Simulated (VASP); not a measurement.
# MgO (P6_3/mmc) in VASP: relaxation of the atoms with PBE

Aim: the relaxation of the atoms of MgO with PBE.

Everything below comes from runs of VASP 6.6.1. Logs are shortened: lines on timing, memory, paths and dates and some standing lists are left out, and cuts for length are marked.

## 1. The cell of the first run

Symmetry: P6_3/mmc, No. 194, hexagonal system. The conventional cell has a = 2.961 Å, b = 2.961 Å, c = 29.416 Å, α = 90.00°, β = 90.00°, γ = 120.00°. Mg (site symmetry 3m) has 6 O at 2.09 to 2.10 Å within 2.8 Å. Mg (site symmetry 3m) has 6 O at 2.10 Å within 2.8 Å. Mg (site symmetry -6m2) has 6 O at 2.14 Å within 2.8 Å. Within 2.8 Å of Mg (site symmetry -3m) lie 6 O at 2.10 Å. Within 2.8 Å of O (site symmetry 3m) lie 6 Mg at 2.10 Å. Within 2.8 Å of O (site symmetry 3m) lie 6 Mg at 2.09 to 2.14 Å and 1 O at 2.58 Å. Within 2.8 Å of O (site symmetry 3m) lie 6 Mg at 2.10 Å.

## 2. Relaxation of the atoms, PBE

Input file INCAR:

```
  PREC = Accurate
  ENCUT = 520
  EDIFF = 1E-6
  ISMEAR = -1
  SIGMA = 0.02
  LREAL = Auto
  LASPH = T
  NELM = 100
  ALGO = Normal
  ISIF = 2
  LWAVE = F
  LCHARG = F
  GGA = PE
  IBRION = 2
  NSW = 80
  EDIFFG = -0.02
  KPAR = 4
```

Input file KPOINTS:

```
Automatic mesh
0
Gamma
  9 9 1
```

Input file POSCAR:

```
MgO
1.0
    2.9605408588      0.0000000000      0.0000000000
   -1.4802704294      2.5639035926      0.0000000000
    0.0000000000      0.0000000000     29.4156207100
Mg O
12 12
Direct
    0.3333333333      0.6666666667      0.8349988900
    0.6666666667      0.3333333333      0.1650011100
    0.6666666667      0.3333333333      0.3349988900
    0.3333333333      0.6666666667      0.6650011100
    0.3333333333      0.6666666667      0.4174392900
    0.6666666667      0.3333333333      0.5825607100
    0.6666666667      0.3333333333      0.9174392900
    0.3333333333      0.6666666667      0.0825607100
    0.0000000000      0.0000000000      0.2500000000
    0.0000000000      0.0000000000      0.7500000000
    0.0000000000      0.0000000000      0.0000000000
    0.0000000000      0.0000000000      0.5000000000
    0.3333333333      0.6666666667      0.9587451600
    0.6666666667      0.3333333333      0.0412548400
    0.6666666667      0.3333333333      0.4587451600
    0.3333333333      0.6666666667      0.5412548400
    0.3333333333      0.6666666667      0.2060794700
    0.6666666667      0.3333333333      0.7939205300
    0.6666666667      0.3333333333      0.7060794700
    0.3333333333      0.6666666667      0.2939205300
    0.0000000000      0.0000000000      0.1237604800
    0.0000000000      0.0000000000      0.8762395200
    0.0000000000      0.0000000000      0.6237604800
    0.0000000000      0.0000000000      0.3762395200
```

Potentials or basis: VASP PAW PBE potentials, release 64 (Mg, O).

Run with:

```
$ cat potpaw_PBE.64/Mg/POTCAR potpaw_PBE.64/O/POTCAR > POTCAR
$ mpirun -np 4 vasp_std > vasp.out
```

OUTCAR:

```text
PREC = Accurate
   ENCUT = 520
   EDIFF = 1E-6
   ISMEAR = -1
   LREAL = Auto
   LASPH = T
   NELM = 100
   ISIF = 2
   GGA = PE
   IBRION = 2
   NSW = 80
   EDIFFG = -0.02

 ion  position               nearest neighbor table
   1  0.333  0.667  0.835-  18 2.09  18 2.09  18 2.09  22 2.10  22 2.10  22 2.10   7 2.97   7 2.97
                             7 2.97  10 3.03  10 3.03  10 3.03
   2  0.667  0.333  0.165-  17 2.09  17 2.09  17 2.09  21 2.10  21 2.10  21 2.10   8 2.97   8 2.97
                             8 2.97   9 3.03   9 3.03   9 3.03
   3  0.667  0.333  0.335-  20 2.09  20 2.09  20 2.09  24 2.10  24 2.10  24 2.10   5 2.97   5 2.97
                             5 2.97   9 3.03   9 3.03   9 3.03
   4  0.333  0.667  0.665-  19 2.09  19 2.09  19 2.09  23 2.10  23 2.10  23 2.10   6 2.97   6 2.97
                             6 2.97  10 3.03  10 3.03  10 3.03
   5  0.333  0.667  0.417-  24 2.10  24 2.10  24 2.10  15 2.10  15 2.10  15 2.10   3 2.97   3 2.97
                             3 2.97  12 2.97  12 2.97  12 2.97
   6  0.667  0.333  0.583-  23 2.10  23 2.10  23 2.10  16 2.10  16 2.10  16 2.10   4 2.97   4 2.97
                             4 2.97  12 2.97  12 2.97  12 2.97
   7  0.667  0.333  0.917-  22 2.10  22 2.10  22 2.10  13 2.10  13 2.10  13 2.10   1 2.97   1 2.97
                             1 2.97  11 2.97  11 2.97  11 2.97
   8  0.333  0.667  0.083-  21 2.10  21 2.10  21 2.10  14 2.10  14 2.10  14 2.10   2 2.97   2 2.97
                             2 2.97  11 2.97  11 2.97  11 2.97
   9  0.000  0.000  0.250-  17 2.14  20 2.14  17 2.14  20 2.14  17 2.14  20 2.14   2 3.03   3 3.03
[... 5 lines left out ...]
  12  0.000  0.000  0.500-  15 2.10  16 2.10  16 2.10  15 2.10  15 2.10  16 2.10   5 2.97   6 2.97
                             5 2.97   6 2.97   5 2.97   6 2.97
  13  0.333  0.667  0.959-  11 2.10  11 2.10  11 2.10   7 2.10   7 2.10   7 2.10
  14  0.667  0.333  0.041-  11 2.10  11 2.10  11 2.10   8 2.10   8 2.10   8 2.10
  15  0.667  0.333  0.459-  12 2.10  12 2.10  12 2.10   5 2.10   5 2.10   5 2.10
  16  0.333  0.667  0.541-  12 2.10  12 2.10  12 2.10   6 2.10   6 2.10   6 2.10
  17  0.333  0.667  0.206-   2 2.09   2 2.09   2 2.09   9 2.14   9 2.14   9 2.14
  18  0.667  0.333  0.794-   1 2.09   1 2.09   1 2.09  10 2.14  10 2.14  10 2.14
  19  0.667  0.333  0.706-   4 2.09   4 2.09   4 2.09  10 2.14  10 2.14  10 2.14
  20  0.333  0.667  0.294-   3 2.09   3 2.09   3 2.09   9 2.14   9 2.14   9 2.14
  21  0.000  0.000  0.124-   8 2.10   8 2.10   8 2.10   2 2.10   2 2.10   2 2.10
  22  0.000  0.000  0.876-   7 2.10   7 2.10   7 2.10   1 2.10   1 2.10   1 2.10
  23  0.000  0.000  0.624-   6 2.10   6 2.10   6 2.10   4 2.10   4 2.10   4 2.10
  24  0.000  0.000  0.376-   5 2.10   5 2.10   5 2.10   3 2.10   3 2.10   3 2.10

  LATTYP: Found a hexagonal cell.
 ALAT       =     2.9605408588
 C/A-ratio  =     9.9358941872

  Lattice vectors:

 A1 = (   2.9605408588,   0.0000000000,   0.0000000000)
 A2 = (  -1.4802704294,   2.5639035926,   0.0000000000)
 A3 = (   0.0000000000,   0.0000000000,  29.4156207100)

Analysis of symmetry for initial positions (statically):
=====================================================================
 Subroutine PRICEL returns:
 Original cell was already a primitive cell.

 Routine SETGRP: Setting up the symmetry group for a
 hexagonal supercell.

 Subroutine GETGRP returns: Found 24 space group operations
 (whereof 12 operations were pure point group operations)
 out of a pool of 24 trial point group operations.

The static configuration has the point symmetry D_3d.
 The point group associated with its full space group is D_6h.

Analysis of symmetry for dynamics (positions and initial velocities):
=====================================================================
 Subroutine PRICEL returns:
 Original cell was already a primitive cell.

 Routine SETGRP: Setting up the symmetry group for a
 hexagonal supercell.

 Subroutine GETGRP returns: Found 24 space group operations
 (whereof 12 operations were pure point group operations)
 out of a pool of 24 trial point group operations.

The dynamic configuration has the point symmetry D_3d.
[... 155 lines left out ...]
   LORBIT       =      0    0 simple, 1 ext, 2 COOP (PROOUT), +10 PAW based schemes
   GGA     = PE    functional components
   LHFCALC =     F    Hartree Fock is set to
   AEXX    =    0.0000 exact exchange contribution
   IVDW    =     0    specifies the selected vdW correction
   LEPSILON=     F    determine dielectric tensor
   LRPA    =     F    only Hartree local field effects (RPA)
 conjugate gradient relaxation of ions
 non-spin polarized calculation
  energy-cutoff  :      520.00
  volume of cell :      223.28
 maximum number of plane-waves:      6121
 NGX is ok and might be reduce to    24
   NGX = 11   NGY = 11   NGZ =109

--------------------------------------- Ionic step        1  -------------------------------------------

 number of electron      95.9999991 magnetization

 Free energy of the ion-electron system (eV)
  ---------------------------------------------------
  ext. energy  EPLUGINS =         0.00000000
  ---------------------------------------------------
  free energy    TOTEN  =      -141.84283540 eV

  energy without entropy =     -141.84283540  energy(sigma->0) =     -141.84283540

------------------------ aborting loop because EDIFF is reached ----------------------------------------

  FORCE on cell =-STRESS in cart. coord.  units (eV):
  Direction    XX          YY          ZZ          XY          YZ          ZX
  --------------------------------------------------------------------------------------
  -------------------------------------------------------------------------------------
  Total        7.7454469      7.7454469      7.8714686      0.0000000      0.0000000      0.0000000
  in kB       55.5784330     55.5784330     56.4827173      0.0000000      0.0000000      0.0000000
  external PRESSURE =      55.8798611 kB  Pullay stress =       0.0000000 kB

 VOLUME and BASIS-vectors are now :
 -----------------------------------------------------------------------------
  energy-cutoff  :      520.00
  volume of cell :      223.28
      direct lattice vectors                 reciprocal lattice vectors
     2.960540859  0.000000000  0.000000000     0.337776119  0.195015133  0.000000000
    -1.480270429  2.563903593  0.000000000     0.000000000  0.390030266  0.000000000
     0.000000000  0.000000000 29.415620710     0.000000000  0.000000000  0.033995543

 POSITION                                       TOTAL-FORCE (eV/Angst)
 -----------------------------------------------------------------------------------
     -0.00000      1.70927     24.56201        -0.000000      0.000000      0.007477
      1.48027      0.85463      4.85361        -0.000000      0.000000     -0.007477
      1.48027      0.85463      9.85420         0.000000     -0.000000      0.007477
     -0.00000      1.70927     19.56142        -0.000000      0.000000     -0.007477
     -0.00000      1.70927     12.27924         0.000000      0.000000      0.033656
      1.48027      0.85463     17.13638        -0.000000      0.000000     -0.033656
[... 16 lines left out ...]
      0.00000      0.00000     18.34830        -0.000000      0.000000      0.012858
      0.00000      0.00000     11.06732         0.000000     -0.000000     -0.012858
 -----------------------------------------------------------------------------------
    total drift:                                0.000000      0.000000      0.000000

  FREE ENERGIE OF THE ION-ELECTRON SYSTEM (eV)
  ---------------------------------------------------
  free  energy   TOTEN  =      -141.8428353960 eV

  energy  without entropy=     -141.8428353960  energy(sigma->0) =     -141.84283540

--------------------------------------- Ionic step        2  -------------------------------------------

 number of electron      95.9999991 magnetization

 Free energy of the ion-electron system (eV)
  ---------------------------------------------------
  ext. energy  EPLUGINS =         0.00000000
  ---------------------------------------------------
  free energy    TOTEN  =      -141.84290671 eV

  energy without entropy =     -141.84290671  energy(sigma->0) =     -141.84290671

 E-fermi :   3.7664     XC(G=0): -11.0955

 val. band max:        3.3058808463   @ k =   0.0000   0.0000   0.0000
 cond. band min:       7.6742329624   @ k =   0.0000   0.0000   0.0000
 fundamental gap:      4.3683521162
 Fermi energy:         3.7663693193

 k-point     1 :       0.0000    0.0000    0.0000
  band No.  band energies     occupation
      1     -14.0543      2.00000
      2     -13.9876      2.00000
      3     -13.9710      2.00000
      4     -13.7728      2.00000
      5     -13.7627      2.00000
      6     -13.4644      2.00000
[... 745 lines left out ...]
     59      14.2162      0.00000
     60      14.2162      0.00000
 [bands above 60 left out]

------------------------ aborting loop because EDIFF is reached ----------------------------------------

  FORCE on cell =-STRESS in cart. coord.  units (eV):
  Direction    XX          YY          ZZ          XY          YZ          ZX
  --------------------------------------------------------------------------------------
  -------------------------------------------------------------------------------------
  Total        7.7279831      7.7279831      7.8715423      0.0000000      0.0000000      0.0000000
  in kB       55.4531190     55.4531190     56.4832459      0.0000000      0.0000000      0.0000000
  external PRESSURE =      55.7964947 kB  Pullay stress =       0.0000000 kB

 VOLUME and BASIS-vectors are now :
 -----------------------------------------------------------------------------
  energy-cutoff  :      520.00
  volume of cell :      223.28
      direct lattice vectors                 reciprocal lattice vectors
     2.960540859  0.000000000  0.000000000     0.337776119  0.195015133  0.000000000
    -1.480270429  2.563903593  0.000000000     0.000000000  0.390030266  0.000000000
     0.000000000  0.000000000 29.415620710     0.000000000  0.000000000  0.033995543

 POSITION                                       TOTAL-FORCE (eV/Angst)
 -----------------------------------------------------------------------------------
     -0.00000      1.70927     24.56237        -0.000000      0.000000     -0.008131
      1.48027      0.85463      4.85325        -0.000000     -0.000000      0.008131
      1.48027      0.85463      9.85456        -0.000000     -0.000000     -0.008131
     -0.00000      1.70927     19.56106        -0.000000      0.000000      0.008131
     -0.00000      1.70927     12.28086        -0.000000     -0.000000     -0.014254
      1.48027      0.85463     17.13476        -0.000000     -0.000000      0.014254
[... 16 lines left out ...]
     -0.00000      0.00000     18.34892        -0.000000     -0.000000     -0.017151
     -1.48027      2.56390     11.06670         0.000000     -0.000000      0.017151
 -----------------------------------------------------------------------------------
    total drift:                                0.000000     -0.000000      0.000000

  FREE ENERGIE OF THE ION-ELECTRON SYSTEM (eV)
  ---------------------------------------------------
  free  energy   TOTEN  =      -141.8429067147 eV

  energy  without entropy=     -141.8429067147  energy(sigma->0) =     -141.84290671

 reached required accuracy - stopping structural energy minimisation
```

It took 2.2 min on 4 MPI ranks of Oxide Virtual Turin-like, shared host; peak memory 0.41 GiB.

What came out:

* Free energy: -141.8429 eV
* Energy gained by relaxing: 0.0 meV/atom
* Ionic steps: 2
* Pressure after relaxing: 5.6 GPa
* Largest force after relaxing: 0.017 eV/Å
* Band gap on the k mesh: 4.37 eV

Forces on the atoms (eV/Å):
```
Mg   0.000  0.000 -0.008
Mg   0.000  0.000  0.008
Mg   0.000  0.000 -0.008
Mg   0.000  0.000  0.008
Mg   0.000  0.000 -0.014
Mg   0.000  0.000  0.014
Mg   0.000  0.000 -0.014
Mg   0.000  0.000  0.014
Mg   0.000  0.000  0.000
Mg   0.000  0.000  0.000
Mg   0.000  0.000  0.000
Mg   0.000  0.000  0.000
O    0.000  0.000  0.015
O    0.000  0.000 -0.015
O    0.000  0.000  0.015
O    0.000  0.000 -0.015
O    0.000  0.000 -0.004
O    0.000  0.000  0.004
O    0.000  0.000 -0.004
O    0.000  0.000  0.004
O    0.000  0.000 -0.017
O    0.000  0.000  0.017
O    0.000  0.000 -0.017
O    0.000  0.000  0.017
```

Stress tensor (GPa, compression positive):
```
5.55 0.00 0.00
0.00 5.55 0.00
0.00 0.00 5.65
```

Final structure:
```
CELL_PARAMETERS angstrom
2.96054 0.00000 0.00000
-1.48027 2.56390 0.00000
0.00000 0.00000 29.41562
ATOMIC_POSITIONS crystal
Mg 0.33333 0.66667 0.83501
Mg 0.66667 0.33333 0.16499
Mg 0.66667 0.33333 0.33501
Mg 0.33333 0.66667 0.66499
Mg 0.33333 0.66667 0.41749
Mg 0.66667 0.33333 0.58251
Mg 0.66667 0.33333 0.91749
Mg 0.33333 0.66667 0.08251
Mg 0.00000 0.00000 0.25000
Mg 0.00000 0.00000 0.75000
Mg 0.00000 0.00000 0.00000
Mg 0.00000 0.00000 0.50000
O 0.33333 0.66667 0.95872
O 0.66667 0.33333 0.04128
O 0.66667 0.33333 0.45872
O 0.33333 0.66667 0.54128
O 0.33333 0.66667 0.20610
O 0.66667 0.33333 0.79390
O 0.66667 0.33333 0.70610
O 0.33333 0.66667 0.29390
O 0.00000 0.00000 0.12378
O 0.00000 0.00000 0.87622
O 0.00000 0.00000 0.62378
O 0.00000 0.00000 0.37622
```

Levels at points of the mesh, in eV from the valence-band top:
```
           k point  band 44  band 45  band 46  band 47  band 48  band 49  band 50  band 51  band 52  band 53
(0.00, 0.00, 0.00)    -0.05    -0.05    -0.01    -0.01     0.00     4.37     4.56     5.28     5.75     6.21
```
